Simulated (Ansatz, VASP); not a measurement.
GaGe3 in VASP and in Ansatz

File INCAR:

```
SYSTEM = GaGe3
PREC = Accurate ; ENCUT = 520
EDIFF = 1E-6 ; ISMEAR = -1
SIGMA = 0.05 ; LREAL = .FALSE.
LASPH = .TRUE. ; NELM = 150
ALGO = Normal ; ISIF = 2
LWAVE = .FALSE. ; LCHARG = .TRUE.
LNONCOLLINEAR = .TRUE. ; MAGMOM = 0 0 0 0 0 0 0 0 0 0 0 0
LORBIT = 11 ; LSORBIT = .TRUE.
GGA_COMPAT = .FALSE. ; LORBMOM = .TRUE.
GGA = PS ; LVHAR = .TRUE.
NBANDS = 69
```

The input KPOINTS:

```
Automatic mesh
0
G
  7 7 7
  0 0 0
```

The input POSCAR:

```
GaGe3
1.0
    0.0000000000      3.3871670000      3.3871670000
    3.3871670000      0.0000000000      3.3871670000
    3.3871670000      3.3871670000      0.0000000000
Ge Ga
3 1
Direct
    0.5000000000      0.5000000000      0.5000000000
    0.7500000000      0.7500000000      0.7500000000
    0.2500000000      0.2500000000      0.2500000000
    0.0000000000      0.0000000000      0.0000000000
```

Contents of input.yaml:

```yaml
crystal:
  lattice:
    - [0.0, 3.387167, 3.387167]
    - [3.387167, 0.0, 3.387167]
    - [3.387167, 3.387167, 0.0]
  atoms:
    - { symbol: Ge, position: [0.5, 0.5, 0.5] }
    - { symbol: Ge, position: [0.75, 0.75, 0.75] }
    - { symbol: Ge, position: [0.25, 0.25, 0.25] }
    - { symbol: Ga, position: [0.0, 0.0, 0.0] }
hamiltonian:
  xc: pbesol
  pseudopotentials: { kind: paw_fr }
magnetization:
  noncollinear: true
  spin_orbit: true
kpoints:
  mp_grid: { grid: [7, 7, 7] }
  band_path:
    path:
      - [[0.0, 0.0, 0.0], [0.5, 0.0, 0.5], [0.5, 0.25, 0.75], [0.375, 0.375, 0.75], [0.0, 0.0, 0.0], [0.5, 0.5, 0.5], [0.625, 0.25, 0.625], [0.5, 0.25, 0.75], [0.5, 0.5, 0.5], [0.375, 0.375, 0.75]]
      - [[0.625, 0.25, 0.625], [0.5, 0.0, 0.5]]
    npoints: 14
scf:
  occupations: { method: fermi_dirac, width: 0.05 }
  n_extra_bands: 10
output:
  forces: true
  stress: true
  eigenvalues: true
  fatbands: false
  write_density: true
  write_potential: true
  elf: true
  volumetric_format: npy
```

Alike in both runs: functional PBEsol; k mesh 7 × 7 × 7; occupations fermi-dirac, width 0.05 eV; non-collinear spin, spin-orbit coupling.

|  | VASP | Ansatz |
| --- | --- | --- |
| version | VASP 6.6.1 | Ansatz 0.2.0 |
| potentials or method | VASP PAW PBE potentials, release 64 (Ge_d, Ga_d) | Ansatz PAW |
| plane-wave cutoff (eV) | 520 | 420 |
| valence electrons in the cell | 55 | 55 |
| task | single point | band structure |

|  | VASP | Ansatz | Ansatz less VASP |
| --- | --- | --- | --- |
| pressure (GPa) | -3.9 | -3.9 | -0.06 |

VASP's potentials were made for PBE, not for PBEsol.
